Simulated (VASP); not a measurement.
# Ta (Im-3m) in VASP: notebook

Ta is run at these levels: LDA; tasks: density of states.

All numbers are computed with VASP 6.6.1; they aren't measurements. Logs are shortened: lines on timing, memory, paths and dates and some standing lists are left out, and cuts for length are marked.

## Step 1: The cell of the first run

It takes space group Im-3m (No. 229, cubic). Conventional cell: a = 2.665 Å, b = 2.665 Å, c = 2.665 Å, α = 90.00°, β = 90.00°, γ = 90.00°. Within 3.1 Å of Ta (site symmetry m-3m) lie 14 Ta at 2.31 to 2.67 Å.

## Step 2: Density of states, LDA (volume scaled by 0.55)

File POSCAR:

```
Ta
1.0
   -1.3326426073      1.3326426073      1.3326426073
    1.3326426073     -1.3326426073      1.3326426073
    1.3326426073      1.3326426073     -1.3326426073
Ta
1
Direct
    0.0000000000      0.0000000000      0.0000000000
```

File INCAR.step1:

```
ALGO = Normal
EDIFF = 1E-7
ENCUT = 520
ISIF = 2
ISMEAR = -1
LASPH = T
LCHARG = T
LMAXMIX = 4
LREAL = F
LWAVE = F
NBANDS = 12
NELM = 80
PREC = Accurate
SIGMA = 0.05
```

File KPOINTS.step1:

```
k-points
0
Gamma
  16 16 16
```

File INCAR.step2:

```
ALGO = Normal
EDIFF = 1E-7
ENCUT = 520
ICHARG = 11
ISIF = 2
ISMEAR = -5
LASPH = T
LCHARG = F
LMAXMIX = 4
LORBIT = 10
LREAL = F
LWAVE = F
NEDOS = 2001
NELM = 80
PREC = Accurate
SIGMA = 0.05
```

File KPOINTS.step2:

```
k-points
0
Gamma
  24 24 24
```

Potentials or basis: VASP PAW LDA potentials, release 64 (Ta_pv).

Run with:

```bash
cat potpaw_LDA.64/Ta_pv/POTCAR > POTCAR
cp INCAR.step1 INCAR
cp KPOINTS.step1 KPOINTS
mpirun -np 1 vasp_std > vasp.out
cp INCAR.step2 INCAR
cp KPOINTS.step2 KPOINTS
mpirun -np 1 vasp_std > vasp.out
```

OUTCAR:

```text
EDIFF = 1E-7
   ENCUT = 520
   ICHARG = 11
   ISIF = 2
   ISMEAR = -5
   LASPH = T
   LORBIT = 10
   LREAL = F
   NELM = 80
   PREC = Accurate

 ion  position               nearest neighbor table
   1  0.000  0.000  0.000-

  LATTYP: Found a body centered cubic cell.
 ALAT       =     2.6652852146

  Lattice vectors:

 A1 = (  -1.3326426073,   1.3326426073,   1.3326426073)
 A2 = (   1.3326426073,  -1.3326426073,   1.3326426073)
 A3 = (   1.3326426073,   1.3326426073,  -1.3326426073)

Analysis of symmetry for initial positions (statically):
=====================================================================
 Subroutine PRICEL returns:
 Original cell was already a primitive cell.

 Routine SETGRP: Setting up the symmetry group for a
 body centered cubic supercell.

 Subroutine GETGRP returns: Found 48 space group operations
 (whereof 48 operations were pure point group operations)
 out of a pool of 48 trial point group operations.

The static configuration has the point symmetry O_h .

Analysis of symmetry for dynamics (positions and initial velocities):
=====================================================================
 Subroutine PRICEL returns:
 Original cell was already a primitive cell.

 Routine SETGRP: Setting up the symmetry group for a
 body centered cubic supercell.

 Subroutine GETGRP returns: Found 48 space group operations
 (whereof 48 operations were pure point group operations)
 out of a pool of 48 trial point group operations.

The dynamic configuration has the point symmetry O_h .

 Subroutine INISYM returns: Found 48 space group operations
 (whereof 48 operations are pure point group operations),
 and found     1 'primitive' translations

----------------------------------------------------------------------------------------

                                     Primitive cell

  volume of cell :       9.4668

  direct lattice vectors                    reciprocal lattice vectors
    -1.332642607  1.332642607  1.332642607     0.000000000  0.375194367  0.375194367
     1.332642607 -1.332642607  1.332642607     0.375194367  0.000000000  0.375194367
     1.332642607  1.332642607 -1.332642607     0.375194367  0.375194367  0.000000000

  length of vectors
     2.308204704  2.308204704  2.308204704     0.530604963  0.530604963  0.530604963

  position of ions in fractional coordinates (direct lattice)
     0.000000000  0.000000000  0.000000000

  ion indices of the primitive-cell ions
   primitive index   ion index
                 1           1

----------------------------------------------------------------------------------------

 KPOINTS: k-points

Automatic generation of k-mesh.
 Grid dimensions read from file:
 generate k-points for:   24   24   24

 Generating k-lattice:

  Cartesian coordinates                     Fractional coordinates (reciprocal lattice)
     0.000000000  0.015633099  0.015633099     0.041666667  0.000000000  0.000000000
     0.015633099  0.000000000  0.015633099     0.000000000  0.041666667  0.000000000
     0.015633099  0.015633099  0.000000000     0.000000000  0.000000000  0.041666667

  Length of vectors
     0.022108540  0.022108540  0.022108540

  Shift w.r.t. Gamma in fractional coordinates (k-lattice)
     0.000000000  0.000000000  0.000000000

 TETIRR: Found  16469 inequivalent tetrahedra from    82944

 Subroutine IBZKPT returns following result:
 ===========================================

 Found    413 irreducible k-points:

 Following reciprocal coordinates:
            Coordinates               Weight
  0.000000  0.000000  0.000000      1.000000
  0.041667  0.000000  0.000000     12.000000
  0.083333  0.000000  0.000000     12.000000
  0.125000  0.000000  0.000000     12.000000
  0.166667  0.000000  0.000000     12.000000
  0.208333  0.000000  0.000000     12.000000
[... 16 lines left out ...]
  0.416667  0.041667  0.000000     48.000000
  0.458333  0.041667  0.000000     48.000000
 [... further k-points ...]
   k-points           NKPTS =    413   k-points in BZ     NKDIM =    413   number of bands    NBANDS=      9
   number of dos      NEDOS =   2001   number of ions     NIONS =      1
   total plane-waves  NPLWV =   5832
   dimension x,y,z NGX =    18 NGY =   18 NGZ =   18
   dimension x,y,z NGXF=    36 NGYF=   36 NGZF=   36
   ions per type =               1
   NGX,Y,Z   is equivalent  to a cutoff of  12.96, 12.96, 12.96 a.u.
   NGXF,Y,Z  is equivalent  to a cutoff of  25.93, 25.93, 25.93 a.u.
 SYSTEM =  unknown system
   PREC   = accura    normal or accurate (medium, high low for compatibility)
   ISTART =      0    job   : 0-new  1-cont  2-samecut
   ICHARG =     11    charge: 1-file 2-atom 10-const
   ISPIN  =      1    spin polarized calculation?
   LNONCOLLINEAR =      F non collinear calculations
   LSORBIT =      F    spin-orbit coupling
   LASPH  =      T    aspherical Exc in radial PAW
   ENCUT  =  520.0 eV  38.22 Ry    6.18 a.u.   4.29  4.29  4.29*2*pi/ulx,y,z
   NELM   =     80;   NELMIN=  2; NELMDL=  0     # of ELM steps
   EDIFF  = 0.1E-06   stopping-criterion for ELM
   LREAL  =      F    real-space projection
   EDIFFG = 0.1E-05   stopping-criterion for IOM
   NSW    =      0    number of steps for IOM
   IBRION =     -1    ionic relax: 0-MD 1-quasi-New 2-CG
   NFREE  =      0    steps in history (QN), initial steepest desc. (CG)
   ISIF   =      2    stress and relaxation
   ISYM   =      2    0-nonsym 1-usesym 2-fastsym
   POTIM  = 0.5000    time-step for ionic-motion
   TEBEG  =    0.0;   TEEND  =   0.0 temperature during run
   PSTRESS=    0.0 pullay stress
   NELECT =      11.0000    total number of electrons
   NUPDOWN=      -1.0000    fix difference up-down
   EMIN   =  10.00;   EMAX   =-10.00  energy-range for DOS
   EFERMI =   0.00;   METHOD = LEGACY
   ISMEAR =    -5;   SIGMA  =   0.05  broadening in eV -4-tet -1-fermi 0-gaus
   EFERMI_NEDOS =   21; number of points for ismear=-14 and -15
   IALGO  =     38    algorithm
   IMIX   =      4    mixing-type and parameters
     AMIX     =   0.40;   BMIX     =  1.00
     AMIX_MAG =   1.60;   BMIX_MAG =  1.00
  volume/ion in A,a.u.               =       9.47        63.88
  Fermi-wavevector in a.u.,A,eV,Ry     =   1.721097  3.252402 40.302840  2.962175
  Thomas-Fermi vector in A             =   2.797413
   LORBIT       =     10    0 simple, 1 ext, 2 COOP (PROOUT), +10 PAW based schemes
   GGA     = CA    functional components
   LHFCALC =     F    Hartree Fock is set to
   AEXX    =    0.0000 exact exchange contribution
   IVDW    =     0    specifies the selected vdW correction
   LEPSILON=     F    determine dielectric tensor
   LRPA    =     F    only Hartree local field effects (RPA)
 non-spin polarized calculation
 Fermi weights with tetrahedron method with Bloechl corrections
  energy-cutoff  :      520.00
  volume of cell :        9.47
 maximum number of plane-waves:       268
 NGX is ok and might be reduce to    18

 number of electron      11.0000000 magnetization

 Free energy of the ion-electron system (eV)
  ---------------------------------------------------
  ext. energy  EPLUGINS =         0.00000000
  ---------------------------------------------------
  free energy    TOTEN  =        -6.65793593 eV

  energy without entropy =       -6.65793593  energy(sigma->0) =       -6.65793593

 E-fermi :  13.0013     XC(G=0): -16.4180

 val. band max:       13.0828326537   @ k =  -0.2083   0.2083   0.2083
 cond. band min:      12.8815869117   @ k =   0.2083   0.2083   0.0833
 fundamental gap:     -0.2012457420
 Fermi energy:        13.0012804245

 k-point     1 :       0.0000    0.0000    0.0000
  band No.  band energies     occupation
      1     -18.0087      2.00000
      2     -18.0087      2.00000
      3     -18.0087      2.00000
      4       3.4963      2.00000
      5      12.0727      2.00000
      6      12.0727      2.00000
      7      12.0727      2.00000
      8      18.1386      0.00000
      9      18.1386      0.00000

 k-point     2 :       0.0417    0.0000    0.0000
  band No.  band energies     occupation
      1     -18.1776      2.00000
      2     -18.0529      2.00000
      3     -18.0123      2.00000
      4       3.7007      2.00000
      5      11.9474      2.00000
      6      12.0541      2.00000
      7      12.2554      2.02269
      8      17.8797      0.00000
      9      18.1254      0.00000

 k-point     3 :       0.0833    0.0000    0.0000
  band No.  band energies     occupation
      1     -18.6563      2.00000
      2     -18.1805      2.00000
      3     -18.0227      2.00000
      4       4.2665      2.00000
      5      11.5953      2.00000
      6      11.9820      2.00000
      7      12.7972      1.40662
      8      17.3103      0.00000
      9      18.0976      0.00000

 k-point     4 :       0.1250    0.0000    0.0000
  band No.  band energies     occupation
      1     -19.3737      2.00000
      2     -18.3784      2.00000
      3     -18.0393      2.00000
      4       5.0502      2.00000
      5      11.0767      2.00000
      6      11.8464      2.00000
      7      13.6811     -0.05546
      8      16.8205      0.00000
      9      18.0849      0.00000

 k-point     5 :       0.1667    0.0000    0.0000
  band No.  band energies     occupation
      1     -20.2420      2.00000
      2     -18.6273      2.00000
      3     -18.0613      2.00000
      4       5.7980      2.00000
      5      10.4625      2.00000
      6      11.7700      2.00000
      7      14.8813      0.00000
      8      16.6715      0.00000
      9      18.1232      0.00000

 k-point     6 :       0.2083    0.0000    0.0000
  band No.  band energies     occupation
      1     -21.1774      2.00000
      2     -18.9056      2.00000
      3     -18.0871      2.00000
      4       6.1738      2.00000
      5       9.8160      2.00000
      6      12.0682      2.00837
      7      16.3656      0.00000
      8      16.9080      0.00000
      9      18.2445      0.00000
[... 169 lines left out ...]
 k-point    21 :       0.3333    0.0417    0.0000
  band No.  band energies     occupation
      1     -24.0700      2.00000
      2     -19.8600      2.00000
      3     -18.2437      2.00000
      4       4.8754      2.00000
      5       7.9613      2.00000
      6      15.7868      0.00000
      7      19.2371      0.00000
      8      19.8584      0.00000
      9      23.4672      0.00000

 k-point    22 :       0.3750    0.0417    0.0000
  band No.  band energies     occupation
      1     -24.6117      2.00000
      2     -20.0461      2.00000
      3     -18.2658      2.00000
      4       4.4128      2.00000
      5       7.6209      2.00000
      6      16.9767      0.00000
      7      19.8915      0.00000
      8      20.5145      0.00000
      9      25.4999      0.00000

 k-point    23 :       0.4167    0.0417    0.0000
  band No.  band energies     occupation
      1     -24.9844      2.00000
      2     -20.1747      2.00000
      3     -18.2815      2.00000
      4       4.0858      2.00000
      5       7.3896      2.00000
      6      18.0314      0.00000
      7      19.9868      0.00000
      8      21.3203      0.00000
      9      27.2895      0.00000

 k-point    24 :       0.4583    0.0417    0.0000
  band No.  band energies     occupation
      1     -25.1741      2.00000
      2     -20.2404      2.00000
      3     -18.2897      2.00000
      4       3.9175      2.00000
      5       7.2726      2.00000
      6      18.8820      0.00000
      7      19.7106      0.00000
      8      21.8397      0.00000
      9      27.3896      0.00000

 [... further k-points ...]
[... 5 lines left out ...]
  --------------------------------------------------------------------------------------
  -------------------------------------------------------------------------------------
  Total       24.9099818     24.9099818     24.9099818      0.0000000      0.0000000      0.0000000
  in kB     4215.8283282   4215.8283282   4215.8283282      0.0000000      0.0000000      0.0000000
  external PRESSURE =    4215.8283282 kB  Pullay stress =       0.0000000 kB

 VOLUME and BASIS-vectors are now :
 -----------------------------------------------------------------------------
  energy-cutoff  :      520.00
  volume of cell :        9.47
      direct lattice vectors                 reciprocal lattice vectors
    -1.332642607  1.332642607  1.332642607     0.000000000  0.375194367  0.375194367
     1.332642607 -1.332642607  1.332642607     0.375194367  0.000000000  0.375194367
     1.332642607  1.332642607 -1.332642607     0.375194367  0.375194367  0.000000000

 POSITION                                       TOTAL-FORCE (eV/Angst)
 -----------------------------------------------------------------------------------
      0.00000      0.00000      0.00000        -0.000000     -0.000000      0.000000
 -----------------------------------------------------------------------------------
    total drift:                                0.000000     -0.000000     -0.000000

  FREE ENERGIE OF THE ION-ELECTRON SYSTEM (eV)
  ---------------------------------------------------
  free  energy   TOTEN  =        -6.6579359327 eV

  energy  without entropy=       -6.6579359327  energy(sigma->0) =       -6.65793593

 total charge

# of ion       s       p       d       tot
------------------------------------------
    1        0.574   6.374   3.986  10.934
```

Run time: 33 s. Hardware: 1 thread of Intel Xeon Platinum 8488C (Sapphire Rapids), shared host; peak memory 0.17 GiB.

Results:

```
Valence electrons inside the program's atomic spheres : Ta 10.93
```

Caveat: the cell differs from its parent crystal (volume scaled by 0.55); spin-orbit coupling is left out, which moves the levels of the heavy elements; tetrahedron occupations give inexact forces and stress in metals.

## Step 3: Density of states, LDA (volume scaled by 0.95)

File POSCAR:

```
Ta
1.0
   -1.5989467467      1.5989467467      1.5989467467
    1.5989467467     -1.5989467467      1.5989467467
    1.5989467467      1.5989467467     -1.5989467467
Ta
1
Direct
    0.0000000000      0.0000000000      0.0000000000
```

File INCAR.step1:

```
  PREC = Accurate
  ENCUT = 520
  EDIFF = 1E-6
  ISMEAR = -1
  SIGMA = 0.05
  LREAL = F
  LASPH = T
  NELM = 60
  ALGO = Normal
  ISIF = 2
  LWAVE = F
  LCHARG = T
  LMAXMIX = 4
  GGA = CA
  NBANDS = 12
```

File KPOINTS.step1:

```
Automatic mesh
0
Gamma
  16 16 16
```

File INCAR.step2:

```
  PREC = Accurate
  ENCUT = 520
  EDIFF = 1E-6
  ISMEAR = -5
  SIGMA = 0.05
  LREAL = F
  LASPH = T
  NELM = 60
  ALGO = Normal
  ISIF = 2
  LWAVE = F
  LCHARG = F
  LMAXMIX = 4
  GGA = CA
  LORBIT = 11
  NBANDS = 12
  NEDOS = 2001
  ICHARG = 11
```

File KPOINTS.step2:

```
Automatic mesh
0
Gamma
  24 24 24
```

Potentials or basis: VASP PAW LDA potentials, release 64 (Ta_pv).

Run with:

```bash
cat potpaw_LDA.64/Ta_pv/POTCAR > POTCAR
cp INCAR.step1 INCAR
cp KPOINTS.step1 KPOINTS
mpirun -np 1 vasp_std > vasp.out
cp INCAR.step2 INCAR
cp KPOINTS.step2 KPOINTS
mpirun -np 1 vasp_std > vasp.out
```

Wall time 42 s (1 thread of Intel Xeon Platinum 8488C (Sapphire Rapids), shared host); peak memory 0.22 GiB.

It converged, with:

| Quantity | Value |
| --- | --- |
| Valence electrons inside the program's atomic spheres | Ta 9.15 |

Levels at points of the mesh, in eV from the Fermi level:
```
           k point  band 2  band 3  band 4  band 5  band 6  band 7  band 8  band 9
(0.00, 0.00, 0.00)  -32.50  -32.50   -8.18    0.67    0.67    0.67    4.29    4.29
(0.50, 0.00, 0.00)  -33.02  -32.51   -4.81   -1.88    2.26    4.24    5.37    8.76
(0.50, 0.50, 0.50)  -33.62  -33.62   -4.42   -4.42    7.62    7.62    7.62    9.71
```

Caveat: the cell differs from its parent crystal (volume scaled by 0.95); spin-orbit coupling is left out, which moves the levels of the heavy elements; tetrahedron occupations give inexact forces and stress in metals.

## Step 4: Density of states, LDA

This run uses another cell than the first one, of 17.21 Å³/atom, 1.818 times its volume.

File POSCAR:

```
Ta
1.0
   -1.6265202127      1.6265202127      1.6265202127
    1.6265202127     -1.6265202127      1.6265202127
    1.6265202127      1.6265202127     -1.6265202127
Ta
1
Direct
    0.0000000000      0.0000000000      0.0000000000
```

File INCAR.step1:

```
PREC = Accurate
ENCUT = 520
EDIFF = 1E-7
ISMEAR = -1
SIGMA = 0.05
LREAL = False
LASPH = True
NELM = 80
ALGO = Normal
ISIF = 2
LWAVE = False
LCHARG = True
LMAXMIX = 4
GGA = CA
NBANDS = 12
```

File KPOINTS.step1:

```
regular mesh
0
Gamma
  16 16 16
```

File INCAR.step2:

```
PREC = Accurate
ENCUT = 520
EDIFF = 1E-7
ISMEAR = -5
SIGMA = 0.05
LREAL = False
LASPH = True
NELM = 80
ALGO = Normal
ISIF = 2
LWAVE = False
LCHARG = False
LMAXMIX = 4
GGA = CA
LORBIT = 11
NEDOS = 1001
ICHARG = 11
```

File KPOINTS.step2:

```
regular mesh
0
Gamma
  24 24 24
```

Run with:

```bash
cat potpaw_LDA.64/Ta_pv/POTCAR > POTCAR
cp INCAR.step1 INCAR
cp KPOINTS.step1 KPOINTS
mpirun -np 1 vasp_std > vasp.out
cp INCAR.step2 INCAR
cp KPOINTS.step2 KPOINTS
mpirun -np 1 vasp_std > vasp.out
```

Run time: 50 s. Hardware: 1 thread of Intel Xeon Platinum 8488C (Sapphire Rapids), shared host; peak memory 0.2 GiB.

The run converged. Its results:

```yaml
Valence_electrons_inside_the_program's_atomic_spheres: Ta 9.04
```

Levels at points of the mesh, in eV from the Fermi level:
| k point | band 2 | band 3 | band 4 | band 5 | band 6 | band 7 | band 8 | band 9 |
| --- | --- | --- | --- | --- | --- | --- | --- | --- |
| (0.00, 0.00, 0.00) | -32.70 | -32.70 | -8.00 | 0.68 | 0.68 | 0.68 | 4.11 | 4.11 |
| (0.50, 0.00, 0.00) | -33.15 | -32.71 | -4.56 | -1.71 | 1.98 | 4.02 | 5.09 | 8.22 |
| (0.50, 0.50, 0.50) | -33.66 | -33.66 | -4.08 | -4.08 | 7.18 | 7.18 | 7.18 | 9.19 |

Caveat: spin-orbit coupling is left out, which moves the levels of the heavy elements; tetrahedron occupations give inexact forces and stress in metals.
